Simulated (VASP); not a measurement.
# Co in VASP: single point with PBE

Aim: the single point of Co with PBE.

Program: VASP 6.6.1. These are calculated values, not measurements. Logs are shortened: lines on timing, memory, paths and dates and some standing lists are left out, and cuts for length are marked.

**1. The cell of the first run**

The cell holds a slab with vacuum, 6 atoms: a = 2.487 Å, b = 2.487 Å, c = 25.078 Å, α = 90.00°, β = 90.00°, γ = 120.00°.

**2. Single point, PBE, collinear spin, ferromagnetic start**

Input file INCAR:

```
ALGO = Normal ; DIPOL = 0.5 0.5 0.500
EDIFF = 1E-7 ; ENCUT = 520
GGA = PE ; IDIPOL = 3
ISIF = 2 ; ISMEAR = -1
ISPIN = 2 ; LASPH = True
LCHARG = True ; LDIPOL = True
LELF = True ; LMAXMIX = 4
LORBIT = 11 ; LREAL = False
LVACPOTAV = True ; LVHAR = True
LWAVE = False ; MAGMOM = 2 2 2 2 2 2
NBANDS = 40 ; NELM = 150
PREC = Accurate ; SIGMA = 0.05
```

Input file KPOINTS:

```
k-points
0
Gamma
  12 12 1
```

Input file POSCAR:

```
Co
1.0
    2.4873648738      0.0000000000      0.0000000000
   -1.2436824369      2.1541211692      0.0000000000
    0.0000000000      0.0000000000     25.0780875629
Co
6
Direct
    0.6666666700      0.3333333400      0.2990658670
    0.3333333300      0.6666666600      0.3768831468
    0.6666666700      0.3333333400      0.4610913601
    0.3333333300      0.6666666600      0.5389086399
    0.6666666700      0.3333333400      0.6231168532
    0.3333333300      0.6666666600      0.7009341330
```

Potentials or basis: VASP PAW PBE potentials, release 64 (Co).

The run is started by

```sh
$ cat potpaw_PBE.64/Co/POTCAR > POTCAR
$ mpirun -np 1 vasp_std > vasp.out
```

OUTCAR:

```text
EDIFF = 1E-7
   ENCUT = 520
   GGA = PE
   ISIF = 2
   ISMEAR = -1
   ISPIN = 2
   LASPH = True
   LORBIT = 11
   LREAL = False
   NELM = 150
   PREC = Accurate

 ion  position               nearest neighbor table
   1  0.667  0.333  0.299-   2 2.42   2 2.42   2 2.42
   2  0.333  0.667  0.377-   1 2.42   1 2.42   1 2.42   3 2.55   3 2.55   3 2.55
   3  0.667  0.333  0.461-   4 2.42   4 2.42   4 2.42   2 2.55   2 2.55   2 2.55
   4  0.333  0.667  0.539-   3 2.42   3 2.42   3 2.42   5 2.55   5 2.55   5 2.55
   5  0.667  0.333  0.623-   6 2.42   6 2.42   6 2.42   4 2.55   4 2.55   4 2.55
   6  0.333  0.667  0.701-   5 2.42   5 2.42   5 2.42

  LATTYP: Found a hexagonal cell.
 ALAT       =     2.4873648738
 C/A-ratio  =    10.0821909271

  Lattice vectors:

 A1 = (   2.4873648738,   0.0000000000,   0.0000000000)
 A2 = (  -1.2436824369,   2.1541211692,   0.0000000000)
 A3 = (   0.0000000000,   0.0000000000,  25.0780875629)

Analysis of symmetry for initial positions (statically):
=====================================================================
 Subroutine PRICEL returns:
 Original cell was already a primitive cell.

 Routine SETGRP: Setting up the symmetry group for a
 hexagonal supercell.

 Subroutine GETGRP returns: Found 12 space group operations
 (whereof 12 operations were pure point group operations)
 out of a pool of 24 trial point group operations.

The static configuration has the point symmetry D_3d.

Analysis of symmetry for dynamics (positions and initial velocities):
=====================================================================
 Subroutine PRICEL returns:
 Original cell was already a primitive cell.

 Routine SETGRP: Setting up the symmetry group for a
 hexagonal supercell.

 Subroutine GETGRP returns: Found 12 space group operations
 (whereof 12 operations were pure point group operations)
 out of a pool of 24 trial point group operations.

The dynamic configuration has the point symmetry D_3d.

Analysis of structural, dynamic, and magnetic symmetry:
=====================================================================
 Subroutine PRICEL returns:
 Original cell was already a primitive cell.

 Routine SETGRP: Setting up the symmetry group for a
 hexagonal supercell.

 Subroutine GETGRP returns: Found 12 space group operations
 (whereof 12 operations were pure point group operations)
 out of a pool of 24 trial point group operations.

The overall configuration has the point symmetry D_3d.

 Subroutine INISYM returns: Found 12 space group operations
 (whereof 12 operations are pure point group operations),
 and found     1 'primitive' translations

----------------------------------------------------------------------------------------

                                     Primitive cell

  volume of cell :     134.3705

  direct lattice vectors                    reciprocal lattice vectors
     2.487364874  0.000000000  0.000000000     0.402031889  0.232113220  0.000000000
    -1.243682437  2.154121169  0.000000000     0.000000000  0.464226439  0.000000000
     0.000000000  0.000000000 25.078087563     0.000000000  0.000000000  0.039875449

  length of vectors
     2.487364874  2.487364874 25.078087563     0.464226439  0.464226439  0.039875449

  position of ions in fractional coordinates (direct lattice)
     0.666666670  0.333333340  0.299065867
     0.333333330  0.666666660  0.376883147
     0.666666670  0.333333340  0.461091360
     0.333333330  0.666666660  0.538908640
     0.666666670  0.333333340  0.623116853
     0.333333330  0.666666660  0.700934133

  ion indices of the primitive-cell ions
   primitive index   ion index
                 1           1
                 2           2
                 3           3
                 4           4
                 5           5
                 6           6

[... 30 lines left out ...]
  0.166667 -0.000000  0.000000      6.000000
  0.250000  0.000000  0.000000      6.000000
  0.333333 -0.000000  0.000000      6.000000
  0.416667  0.000000  0.000000      6.000000
[... 11 lines left out ...]
  0.333333  0.250000  0.000000     12.000000
  0.333333  0.333333  0.000000      2.000000
   k-points           NKPTS =     19   k-points in BZ     NKDIM =     19   number of bands    NBANDS=     40
   number of dos      NEDOS =    301   number of ions     NIONS =      6
   total plane-waves  NPLWV =  62208
   dimension x,y,z NGX =    18 NGY =   18 NGZ =  192
   dimension x,y,z NGXF=    36 NGYF=   36 NGZF=  384
   ions per type =               6
   NGX,Y,Z   is equivalent  to a cutoff of  12.03, 12.03, 12.73 a.u.
   NGXF,Y,Z  is equivalent  to a cutoff of  24.06, 24.06, 25.46 a.u.
 SYSTEM =  unknown system
   PREC   = accura    normal or accurate (medium, high low for compatibility)
   ISTART =      0    job   : 0-new  1-cont  2-samecut
   ICHARG =      2    charge: 1-file 2-atom 10-const
   ISPIN  =      2    spin polarized calculation?
   LNONCOLLINEAR =      F non collinear calculations
   LSORBIT =      F    spin-orbit coupling
   LASPH  =      T    aspherical Exc in radial PAW
   ENCUT  =  520.0 eV  38.22 Ry    6.18 a.u.   4.62  4.62 46.63*2*pi/ulx,y,z
   NELM   =    150;   NELMIN=  2; NELMDL= -5     # of ELM steps
   EDIFF  = 0.1E-06   stopping-criterion for ELM
   LREAL  =      F    real-space projection
   EDIFFG = 0.1E-05   stopping-criterion for IOM
   NSW    =      0    number of steps for IOM
   IBRION =     -1    ionic relax: 0-MD 1-quasi-New 2-CG
   NFREE  =      0    steps in history (QN), initial steepest desc. (CG)
   ISIF   =      2    stress and relaxation
   ISYM   =      2    0-nonsym 1-usesym 2-fastsym
   POTIM  = 0.5000    time-step for ionic-motion
   TEBEG  =    0.0;   TEEND  =   0.0 temperature during run
   PSTRESS=    0.0 pullay stress
   NELECT =      54.0000    total number of electrons
   NUPDOWN=      -1.0000    fix difference up-down
   EMIN   =  10.00;   EMAX   =-10.00  energy-range for DOS
   EFERMI =   0.00;   METHOD = LEGACY
   ISMEAR =    -1;   SIGMA  =   0.05  broadening in eV -4-tet -1-fermi 0-gaus
   EFERMI_NEDOS =   21; number of points for ismear=-14 and -15
   IALGO  =     38    algorithm
   IMIX   =      4    mixing-type and parameters
     AMIX     =   0.40;   BMIX     =  1.00
     AMIX_MAG =   1.60;   BMIX_MAG =  1.00
  volume/ion in A,a.u.               =      22.40       151.13
  Fermi-wavevector in a.u.,A,eV,Ry     =   1.208105  2.282988 19.857949  1.459518
  Thomas-Fermi vector in A             =   2.343723
   LORBIT       =     11    0 simple, 1 ext, 2 COOP (PROOUT), +10 PAW based schemes
   GGA     = PE    functional components
   LHFCALC =     F    Hartree Fock is set to
   AEXX    =    0.0000 exact exchange contribution
   IVDW    =     0    specifies the selected vdW correction
   LEPSILON=     F    determine dielectric tensor
   LRPA    =     F    only Hartree local field effects (RPA)
 spin polarized calculation
  energy-cutoff  :      520.00
  volume of cell :      134.37
 maximum number of plane-waves:      3657
   NGX =  9   NGY =  9   NGZ = 93

 number of electron      54.0000007 magnetization      10.0084379

 dipolmoment           0.000000      0.000000      0.000000 electrons x Angstroem

 number of electron      54.0000007 magnetization       9.9867514

 dipolmoment           0.000000      0.000000     -0.000000 electrons x Angstroem

 Free energy of the ion-electron system (eV)
  ---------------------------------------------------
  ext. energy  EPLUGINS =         0.00000000
  ---------------------------------------------------
  free energy    TOTEN  =       -40.78682095 eV

  energy without entropy =      -40.74119791  energy(sigma->0) =      -40.76400943

 E-fermi :   2.5346     XC(G=0):  -7.2735

 val. band max:        2.5329881144   @ k =   0.1667  -0.0000   0.0000
 cond. band min:       2.5351807790   @ k =   0.1667   0.0833   0.0000
 fundamental gap:      0.0021926646
 Fermi energy:         2.5345924959

 spin component 1

 k-point     1 :       0.0000    0.0000    0.0000
  band No.  band energies     occupation
      1      -6.1814      1.00000
      2      -5.5357      1.00000
      3      -4.6091      1.00000
      4      -3.4141      1.00000
      5      -2.8213      1.00000
      6      -2.6694      1.00000
[... 787 lines left out ...]
     38       8.6450      0.00000
     39       9.0003      0.00000
 Fermi energy:         2.5345924959

 spin component 2

 k-point     1 :       0.0000    0.0000    0.0000
  band No.  band energies     occupation
      1      -6.1775      1.00000
      2      -5.5222      1.00000
      3      -4.5643      1.00000
      4      -3.1942      1.00000
      5      -2.2252      1.00000
      6      -1.7944      1.00000
[... 787 lines left out ...]
     38       9.2504      0.00000
     39       9.7280      0.00000
 [bands above 39 left out]

------------------------ aborting loop because EDIFF is reached ----------------------------------------

  FORCE on cell =-STRESS in cart. coord.  units (eV):
  Direction    XX          YY          ZZ          XY          YZ          ZX
  --------------------------------------------------------------------------------------
  -------------------------------------------------------------------------------------
  Total       -1.0687914     -1.0687914     -0.9936840     -0.0000000      0.0000000      0.0000000
  in kB      -12.7438158    -12.7438158    -11.8482673     -0.0000000      0.0000000      0.0000000
  external PRESSURE =     -12.4452996 kB  Pullay stress =       0.0000000 kB

 VOLUME and BASIS-vectors are now :
 -----------------------------------------------------------------------------
  energy-cutoff  :      520.00
  volume of cell :      134.37
      direct lattice vectors                 reciprocal lattice vectors
     2.487364874  0.000000000  0.000000000     0.402031889  0.232113220  0.000000000
    -1.243682437  2.154121169  0.000000000     0.000000000  0.464226439  0.000000000
     0.000000000  0.000000000 25.078087563     0.000000000  0.000000000  0.039875449

 POSITION                                       TOTAL-FORCE (eV/Angst)
 -----------------------------------------------------------------------------------
      1.24368      0.71804      7.50000        -0.000000     -0.000000      0.059268
      0.00000      1.43608      9.45151         0.000000      0.000000      0.184626
      1.24368      0.71804     11.56329        -0.000000     -0.000000     -0.387254
      0.00000      1.43608     13.51480         0.000000      0.000000      0.387254
      1.24368      0.71804     15.62658         0.000000     -0.000000     -0.184626
      0.00000      1.43608     17.57809         0.000000      0.000000     -0.059268
 -----------------------------------------------------------------------------------
    total drift:                                0.000000      0.000000      0.000000

  FREE ENERGIE OF THE ION-ELECTRON SYSTEM (eV)
  ---------------------------------------------------
  free  energy   TOTEN  =       -40.7868209467 eV

  energy  without entropy=      -40.7411979145  energy(sigma->0) =      -40.76400943

 vacuum level on the upper side and lower side of the slab         7.459         7.459

 total charge

# of ion       s       p       d       tot
------------------------------------------
    1        0.487   0.415   7.248   8.150
    2        0.487   0.521   7.260   8.268
    3        0.489   0.521   7.263   8.273
    4        0.489   0.521   7.263   8.273
    5        0.487   0.521   7.260   8.268
    6        0.487   0.415   7.248   8.150
--------------------------------------------------
tot          2.925   2.914  43.541  49.381

 magnetization (x)

# of ion       s       p       d       tot
------------------------------------------
    1       -0.013  -0.043   1.772   1.716
    2       -0.014  -0.053   1.755   1.687
    3       -0.014  -0.053   1.716   1.650
    4       -0.014  -0.053   1.716   1.650
    5       -0.014  -0.053   1.755   1.687
    6       -0.013  -0.043   1.772   1.716
--------------------------------------------------
tot         -0.082  -0.297  10.485  10.106
```

Wall time 22 min (1 thread of Intel Xeon 8259CL, shared host); peak memory 0.36 GiB.

What came out:

| Item | Value |
| --- | --- |
| Free energy | -40.7868 eV |
| Largest force | 0.387 eV/Å |
| Band gap on the k mesh | zero (filled and empty bands overlap) |
| Net moment | 9.99 μB per cell |
| Site moments | Co +1.72, +1.69, +1.65 (each value once) μB |
| Valence electrons inside the program's atomic spheres | Co 8.15, 8.27 (each value once) |

Forces on the atoms (eV/Å):
```
Co   0.000  0.000  0.059
Co   0.000  0.000  0.185
Co   0.000  0.000 -0.387
Co   0.000  0.000  0.387
Co   0.000  0.000 -0.185
Co   0.000  0.000 -0.059
```

Levels at points of the mesh, in eV from the Fermi level:
Spin up:
| k point | band 30 | band 31 | band 32 | band 33 | band 34 | band 35 |
| --- | --- | --- | --- | --- | --- | --- |
| (0.00, 0.00, 0.00) | -1.03 | -1.03 | -0.95 | -0.95 | -0.91 | -0.91 |
| (0.50, 0.00, 0.00) | -0.52 | 1.01 | 1.08 | 1.33 | 2.21 | 2.85 |
Spin down:
```tsv
k point	band 18	band 19	band 20	band 21	band 22	band 23	band 24	band 25
(0.00, 0.00, 0.00)	-0.86	-0.86	-0.76	-0.76	-0.71	-0.71	-0.14	0.02
(0.50, 0.00, 0.00)	-0.38	-0.13	0.41	0.41	0.84	0.96	1.15	1.19
```
